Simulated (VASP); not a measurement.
# InSb: single point with PBEsol

InSb:

```xyz
2
Lattice="0.0000 3.2249 2.8563 3.2249 0.0000 2.8563 3.2249 3.2249 0.0000" Properties=species:S:1:pos:R:3 pbc="T T T"
In    0.0000    0.0000    0.0000
Sb    3.2249    3.2249    2.8563
```

```json
{"Program": "VASP 6.6.1", "Task": "single point", "Functional": "PBEsol", "Potentials or basis": "VASP PAW PBE potentials, release 64 (In_d, Sb)", "Cutoff": "520 eV", "k mesh": "14 × 14 × 14", "Occupations": "gaussian, width 0.15 eV", "Spin": "no spin polarisation", "Dipole correction": "no", "Further INCAR settings": "ALGO = Normal; EDIFF = 1e-07; NBANDS = 16"}
```

```
Pressure               : -2.0 GPa
Band gap on the k mesh : zero (bands 9 and 10 overlap by 2.89 eV)
```

Stress tensor (GPa, compression positive):
```
-5.51  0.00  0.00
 0.00 -5.51  0.00
 0.00  0.00  5.15
```

Levels at points of the mesh, in eV from the Fermi level:
| k point | band 5 | band 6 | band 7 | band 8 | band 9 | band 10 | band 11 | band 12 | band 13 | band 14 |
| --- | --- | --- | --- | --- | --- | --- | --- | --- | --- | --- |
| (0.00, 0.00, 0.00) | -14.28 | -10.80 | -0.90 | -0.59 | 0.40 | 0.40 | 4.86 | 4.86 | 5.99 | 5.99 |
| (0.50, 0.00, 0.00) | -14.28 | -9.13 | -6.34 | 0.06 | 0.41 | 1.71 | 2.07 | 3.41 | 3.52 | 9.48 |
| (0.50, 0.50, 0.00) | -14.27 | -7.93 | -4.31 | -3.88 | -2.36 | -2.36 | 2.94 | 7.75 | 7.75 | 10.11 |
| (0.50, 0.00, 0.50) | -14.26 | -8.77 | -4.27 | -2.92 | -2.52 | -1.18 | 3.49 | 6.40 | 9.22 | 10.18 |

Wall time 3.8 min on 1 thread of Intel Xeon 8259CL (shared host), peak memory 0.38 GiB.

Caveat: the stress differs along the axes, from -6 to 5 GPa; the PAW data sets were made with another functional, which shifts forces and pressure a little; spin-orbit coupling is left out, which moves the levels of the heavy elements.
